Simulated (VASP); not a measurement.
SiNi3:

```
Ni Si
1.0
     3.54200    0.00000    0.00000
     0.00000    3.54200    0.00000
     0.00000    0.00000    3.54200
Ni Si
3 1
Direct
  0.50000 0.50000 0.00000
  0.50000 0.00000 0.50000
  0.00000 0.50000 0.50000
  0.00000 0.00000 0.00000
```

Base run:

```yaml
Program: VASP 6.6.1
Functional: PBEsol
Potentials_or_basis: VASP PAW PBE potentials, release 64 (Ni, Si)
Cutoff: 520 eV
k_mesh: 6 × 6 × 6
Occupations: fermi-dirac, width 0.05 eV
Spin: collinear spin, ferromagnetic start
Starting_moments: "[1.0, 1.0, 1.0, 0.0] μB"
Fixed_moment: 3 μB
```

Its results: pressure -6.3 GPa; site moments Ni +0.90; Si +0.13 μB.

Task: The run is repeated on the same cell with these changes: fixed moment from 3 μB to 6 μB; moments at the start from [1.0, 1.0, 1.0, 0.0] to [2.0, 2.0, 2.0, 0.0]. What comes out?

Result: Pressure 17.3 GPa; site moments Ni +1.62; Si +0.43 μB.

Caveats: the PAW data sets were made with another functional, which shifts forces and pressure a little; the total moment is fixed, so each spin has its own Fermi level; the cell stands under tension (at least some runs); the cell stands under pressure (at least some runs).
